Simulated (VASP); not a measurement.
**K: single point with r2SCAN**

K:

```
K
1.0
     0.00000    4.85861    4.85861
     4.85861    0.00000    4.85861
     4.85861    4.85861    0.00000
K
2
Direct
  0.12500 0.12500 0.12500
  0.87500 0.87500 0.87500
```

This isn't the form of K at room conditions, which is bcc.

```yaml
Program: VASP 6.6.1
Task: single point
Functional: r2SCAN
Potentials_or_basis: VASP PAW PBE potentials, release 64 (K_sv)
Cutoff: 520 eV
k_mesh: 9 × 9 × 9
Occupations: fermi-dirac, width 0.1 eV
Spin: no spin polarisation
Dipole_correction: no
Further_INCAR_settings: ALGO = Normal; EDIFF = 1e-07; NBANDS = 16
```

```yaml
Pressure: 0.0 GPa
Band_gap_on_the_k_mesh: zero (bands 9 and 10 overlap by 0.24 eV)
```

Levels at points of the mesh, in eV from the Fermi level:
| k point | band 7 | band 8 | band 9 | band 10 | band 11 | band 12 |
| --- | --- | --- | --- | --- | --- | --- |
| (0.00, 0.00, 0.00) | -16.89 | -16.89 | -1.77 | 2.53 | 2.53 | 2.53 |

Wall time 22 min on 1 thread of Intel(R) Xeon(R) Platinum 8259CL CPU @ 2.50GHz (Skylake/Cascade Lake) (shared host), peak memory 0.47 GiB.

Caveat: the PAW data sets were made with another functional, which shifts forces and pressure a little.
